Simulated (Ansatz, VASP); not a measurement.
Given: the input of a run of Ansatz 0.2.0 on BaTiO3.

The input input.yaml:

```yaml
crystal:
  lattice:
    - [3.9998, 0.0, 0.0]
    - [0.0, 3.9998, 0.0]
    - [0.0, 0.0, 4.018]
  atoms:
    - { symbol: Ba, position: [0.0, 0.0, 0.0] }
    - { symbol: Ti, position: [0.5, 0.5, 0.49] }
    - { symbol: O, position: [0.0, 0.5, 0.517] }
    - { symbol: O, position: [0.5, 0.0, 0.517] }
    - { symbol: O, position: [0.5, 0.5, 0.019] }
hamiltonian:
  xc: revpbe
  pseudopotentials: { kind: paw }
  dispersion: d3bj
kpoints:
  mp_grid: { grid: [7, 7, 7] }
scf:
  occupations: { method: fermi_dirac, width: 0.05 }
output:
  forces: true
  stress: true
  eigenvalues: true
```

Potentials or basis: Ansatz PAW.

Run with:

```sh
$ ansatz run input.yaml --threads 2 --pin off --max-ram 5120MiB --backend cpu --events-out ev --progress --plain --runs-dir out
```

Set up the same calculation for VASP 6.6.1. Potentials there: VASP PAW PBE potentials, release 64 (Ba_sv, Ti_sv, O).

As run (the cutoff follows the program's own potentials):

Contents of INCAR:

```
SYSTEM = BaTiO3
PREC     = Accurate       ! precision mode
ENCUT    = 520            ! plane-wave cutoff, eV
EDIFF    = 1E-7           ! SCF threshold, eV
ISMEAR   = -1             ! smearing method
SIGMA    = 0.05           ! smearing width, eV
LREAL    = .False.        ! projectors in reciprocal space
LASPH    = .True.         ! aspherical terms in the spheres
NELM     = 80             ! most SCF steps
ALGO     = Normal         ! electronic algorithm
ISIF     = 2              ! what is computed and relaxed
LWAVE    = .False.        ! write WAVECAR
LCHARG   = .True.         ! write CHGCAR
GGA      = RE             ! functional
IVDW     = 12             ! dispersion correction
LELF     = .True.         ! ELF
LVHAR    = .True.       
NBANDS   = 28             ! bands
```

Contents of KPOINTS:

```
Automatic mesh
0
Gamma
  7 7 7
  0 0 0
```

The input POSCAR:

```
BaTiO3
1.0
    3.9998000000      0.0000000000      0.0000000000
    0.0000000000      3.9998000000      0.0000000000
    0.0000000000      0.0000000000      4.0180000000
Ba Ti O
1 1 3
Direct
    0.0000000000      0.0000000000      0.0000000000
    0.5000000000      0.5000000000      0.4900000000
    0.0000000000      0.5000000000      0.5170000000
    0.5000000000      0.0000000000      0.5170000000
    0.5000000000      0.5000000000      0.0190000000
```

Potentials or basis: VASP PAW PBE potentials, release 64 (Ba_sv, Ti_sv, O).

The run is started by

```bash
$ cat potpaw_PBE.64/Ba_sv/POTCAR potpaw_PBE.64/Ti_sv/POTCAR potpaw_PBE.64/O/POTCAR > POTCAR
$ mpirun -np 1 vasp_std > vasp.out
```

Both were run:

|  | VASP | Ansatz | Ansatz less VASP |
| --- | --- | --- | --- |
| gap on the k mesh at the Fermi level (eV) | 1.89 | 1.96 | +0.063 |
| least direct gap on the mesh (eV) | 2.09 | 2.11 | +0.026 |
| pressure (GPa) | 1.0 | -0.8 | -1.77 |
| traceless stress, the component that is largest in VASP (GPa) | 0.62 | 0.59 | -0.024 |
| rms of the force components (eV/Å) | 0.091 | 0.095 | +0.0037 |

VASP's potentials were made for PBE, not for revPBE. Atom by atom the forces differ by 0.014 eV/Å (rms over components).

Spin-orbit coupling is off throughout. Noted on Ansatz's run: odd divisions of the mesh miss points on the zone boundary, where band edges often lie, so the gap on the mesh can be too wide.
